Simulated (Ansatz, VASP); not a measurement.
## SnS in VASP and in Ansatz

```
CELL_PARAMETERS angstrom
11.15296 0.00000 0.00000
0.00000 3.99978 0.00000
0.00000 0.00000 4.25928
ATOMIC_POSITIONS crystal
Sn 0.11839 0.25000 0.11163
Sn 0.38161 0.75000 0.61163
Sn 0.61839 0.25000 0.38837
Sn 0.88161 0.75000 0.88837
S 0.85295 0.25000 0.47499
S 0.64705 0.75000 0.97499
S 0.35295 0.25000 0.02501
S 0.14705 0.75000 0.52501
```

Alike in both runs: functional PBE; dispersion D3(BJ); k mesh 4 × 8 × 6; occupations gaussian, width 0.02 eV; no spin polarisation.

Ansatz relaxed the structure, and its values are those at the end. VASP's run is a single point on that final structure, the one shown.

|  | VASP | Ansatz |
| --- | --- | --- |
| version | VASP 6.6.1 | Ansatz 0.2.0 |
| potentials or method | VASP PAW PBE potentials, release 64 (Sn_d, S), cutoff 500 eV | scalar-relativistic, plane waves, PAW |
| valence electrons in the cell | 80 | 80 |

Ansatz gave:

| Property | Result |
| --- | --- |
| gap on the k mesh at the Fermi level (eV) | 0.84 |
| least direct gap on the mesh (eV) | 1.18 |
| pressure (GPa) | 0.0 |
| rms of the force components (eV/Å) | 0.001 |

Task: Estimate VASP's values.

Result: gap on the k mesh at the Fermi level (eV): 0.84; least direct gap on the mesh (eV): 1.17; pressure (GPa): -0.1; rms of the force components (eV/Å): 0.003.
